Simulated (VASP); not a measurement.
Write the native input for VASP 6.6.1 that does the following.

| Property | Result |
| --- | --- |
| Task | relaxation of cell and atoms |
| Functional | PBE |
| Potentials or basis | VASP PAW PBE potentials, release 64 (Al, Cu) |
| Cutoff | 600 eV |
| k mesh | 16 × 16 × 16 |
| Occupations | gaussian, width 0.1 eV |
| Spin | no spin polarisation |
| Dipole correction | no |
| Further INCAR settings | ALGO = Fast; EDIFF = 1e-07; IBRION = 2; EDIFFG = -0.01; NSW = 100; ISIF = 3 |

The structure of Al2Cu lies in POSCAR:

```
Al2Cu
1.0
   -2.0303375700      2.0303375700      2.8510940100
    2.0303375700     -2.0303375700      2.8510940100
    2.0303375700      2.0303375700     -2.8510940100
Al Cu
2 1
Direct
    0.7500000000      0.2500000000      0.5000000000
    0.2500000000      0.7500000000      0.5000000000
    0.5000000000      0.5000000000      0.0000000000
```

One way to write it, as run:

INCAR

```
SYSTEM = Al2Cu
PREC = Accurate ; ENCUT = 600
EDIFF = 1E-7 ; ISMEAR = 0
SIGMA = 0.1 ; LREAL = .FALSE.
LASPH = .TRUE. ; NELM = 60
ALGO = Fast ; ISIF = 3
LWAVE = .FALSE. ; LCHARG = .FALSE.
GGA = PE ; IBRION = 2
NSW = 100 ; EDIFFG = -0.01
```

KPOINTS

```
regular mesh
0
G
  16 16 16
  0 0 0
```

Potentials or basis: VASP PAW PBE potentials, release 64 (Al, Cu).

Run with:

```sh
$ cat potpaw_PBE.64/Al/POTCAR potpaw_PBE.64/Cu/POTCAR > POTCAR
$ mpirun -np 1 vasp_std > vasp.out
```

Results of the run:

The relaxed volume is 16.15 Å³/atom and the relaxed cell is a = 4.092 Å, b = 4.092 Å, c = 4.092 Å, α = 119.99°, β = 119.99°, γ = 90.03°. The space group after relaxing (to 0.1 Å) is Fm-3m (No. 225). The energy gained by relaxing is 4.7 meV/atom, the ionic steps are 7 and the pressure after relaxing is 0.0 GPa. The band gap on the k mesh is zero (an odd number of electrons rules out a gap without spin polarisation).

It took 12 min on 1 thread of Intel(R) Xeon(R) 6975P-C (Granite Rapids), with other jobs on the host, peak memory 0.4 GiB.
